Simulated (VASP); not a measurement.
Input of a VASP 6.6.1 run:

Contents of INCAR:

```
PREC = Accurate
ENCUT = 520
EDIFF = 1E-7
ISMEAR = 0
SIGMA = 0.15
LREAL = False
LASPH = True
NELM = 80
ALGO = Fast
ISIF = 2
LWAVE = False
LCHARG = False
GGA = CA
NBANDS = 13
```

File KPOINTS:

```
Automatic mesh
0
Gamma
  16 16 16
```

POSCAR

```
Mo
1.0
   -1.5785521037      1.5461486371      1.6084759305
    1.5368234535     -1.3878476142      1.4084462574
    1.7121776363      1.5214731468     -1.4501749076
Mo
1
Direct
    0.0000000000      0.0000000000      0.0000000000
```

Potentials or basis: VASP PAW LDA potentials, release 64 (Mo_sv).

The run is started by

```bash
$ cat potpaw_LDA.64/Mo_sv/POTCAR > POTCAR
$ mpirun -np 1 vasp_std > vasp.out
```

Q: Estimate the pressure.

A: 6.5 GPa.

Q: What does it give for the band gap on the k mesh?

A: Zero (bands 7 and 8 overlap by 4.01 eV).

Stress tensor (GPa, compression positive):
```
 -4.63 -11.17   6.04
-11.17   9.48 -11.72
  6.04 -11.72  14.70
```

Caveat: the cell stands under pressure.
